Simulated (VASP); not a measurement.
A run of VASP 6.6.1 is set up as follows.

File INCAR:

```
SYSTEM = InSb
  ALGO = Normal
  EDIFF = 1E-7
  ENCUT = 520
  GGA = PE
  ISIF = 2
  ISMEAR = 0
  LASPH = .True.
  LCHARG = .True.
  LELF = .True.
  LREAL = .False.
  LVHAR = .True.
  LWAVE = .False.
  NBANDS = 16
  NELM = 60
  PREC = Accurate
  SIGMA = 0.15
```

File KPOINTS:

```
k-points
0
Gamma
  16 16 16
  0 0 0
```

POSCAR

```
InSb
1.0
   -3.1060500000      3.1060500000      1.6177544584
    3.1060500000     -3.1060500000      1.6177544584
    3.1060500000      3.1060500000     -1.6177544584
In Sb
1 1
Direct
    0.2500000000      0.7500000000      0.5000000000
    0.0000000000      0.0000000000      0.0000000000
```

Potentials or basis: VASP PAW PBE potentials, release 64 (In_d, Sb).

Run with:

```sh
$ cat potpaw_PBE.64/In_d/POTCAR potpaw_PBE.64/Sb/POTCAR > POTCAR
$ mpirun -np 1 vasp_std > vasp.out
```

(1) Estimate the pressure.

(2) Estimate the band gap on the k mesh.

Results:

(1) -3.5 GPa.

(2) zero (bands 9 and 10 overlap by 3.45 eV).

Caveat: the cell stands under tension; spin-orbit coupling is left out, which moves the levels of the heavy elements.
